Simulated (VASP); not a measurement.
C, 2 atoms in the cell. The structure is cubic, space group Fd-3m (No. 227). The conventional cell has a = 3.560 Å, b = 3.560 Å, c = 3.560 Å, α = 90.00°, β = 90.00°, γ = 90.00°. Within 2.1 Å of C (site symmetry -43m) lie 4 C at 1.54 Å. 

```yaml
Program: VASP 6.6.1
Task: single point
Functional: r2SCAN
Potentials_or_basis: VASP PAW PBE potentials, release 64 (C)
Cutoff: 660 eV
k_mesh: 12 × 12 × 12
Occupations: gaussian, width 0.02 eV
Spin: no spin polarisation
Dipole_correction: no
Further_INCAR_settings: ALGO = Normal; EDIFF = 1e-06; NBANDS = 11
```

Potentials or basis: VASP PAW PBE potentials, release 64 (C).

Command:

```sh
$ cat potpaw_PBE.64/C/POTCAR > POTCAR
$ cp INCAR.step1 INCAR
$ mpirun -np 1 vasp_std > vasp.out
$ cp INCAR.step2 INCAR
$ mpirun -np 1 vasp_std > vasp.out
```

Hardware: 1 thread of Intel(R) Xeon(R) Platinum 8259CL CPU @ 2.50GHz (Skylake/Cascade Lake) (shared host).

Q: Estimate the wall time of this run.

A: It took 30 s on 1 thread of Intel(R) Xeon(R) Platinum 8259CL CPU @ 2.50GHz (Skylake/Cascade Lake), on a shared host, peak memory 0.14 GiB. Counts: k points 72.
